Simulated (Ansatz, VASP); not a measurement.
# MoS2: VASP beside Ansatz

Contents of INCAR:

```
PREC = Accurate
ENCUT = 520
EDIFF = 1E-6
ISMEAR = 0
SIGMA = 0.05
LREAL = False
LASPH = True
NELM = 100
ALGO = Normal
ISIF = 2
LWAVE = False
LCHARG = False
GGA = PE
IVDW = 12
NBANDS = 20
```

KPOINTS

```
regular mesh
0
Gamma
  12 12 12
```

POSCAR

```
MoS2
1.0
    1.5528272632      0.8965252384      5.9965349857
   -1.5528272632      0.8965252384      5.9965349857
    0.0000000000     -1.7930504769      5.9965349857
Mo S
1 2
Direct
    0.0000172715      0.0000172715      0.0000172715
    0.7535591261      0.7535591261      0.7535591261
    0.5797236024      0.5797236024      0.5797236024
```

Input for Ansatz:

```yaml
crystal:
  lattice:
    - [1.5528272632, 0.8965252384, 5.9965349857]
    - [-1.5528272632, 0.8965252384, 5.9965349857]
    - [0.0, -1.7930504769, 5.9965349857]
  atoms:
    - { symbol: Mo, position: [1.72715e-05, 1.72715e-05, 1.72715e-05] }
    - { symbol: S, position: [0.7535591261, 0.7535591261, 0.7535591261] }
    - { symbol: S, position: [0.5797236024, 0.5797236024, 0.5797236024] }
basis:
  ecutwfc: 420
kpoints:
  mp_grid: { grid: [12, 12, 12] }
hamiltonian:
  xc: pbe
  dispersion: d3bj
scf:
  occupations: { method: gaussian, width: 0.05 }
output:
  forces: true
  stress: true
  eigenvalues: true
```

Change from the starting cell: strain -0.015 along x and y, +0.000 along z, atoms carried along.

Alike in both runs: task single point; functional PBE; dispersion D3(BJ); k mesh 12 × 12 × 12; occupations gaussian, width 0.05 eV; no spin polarisation.

|  | VASP | Ansatz |
| --- | --- | --- |
| version | VASP 6.6.1 | Ansatz 0.2.0 |
| potentials or method | VASP PAW PBE potentials, release 64 (Mo_sv, S), cutoff 520 eV | scalar-relativistic, plane waves, PAW |
| valence electrons in the cell | 26 | 26 |

```csv
,VASP,Ansatz,Ansatz less VASP
gap on the k mesh at the Fermi level (eV),0.83,0.81,-0.017
least direct gap on the mesh (eV),1.93,1.92,-0.005
pressure (GPa),4.7,4.9,+0.15
"traceless stress, the component that is largest in VASP (GPa)",-1.61,-1.57,+0.047
rms of the force components (eV/Å),0.140,0.148,+0.0076
```

Atom by atom the forces differ by 0.008 eV/Å (rms over components).
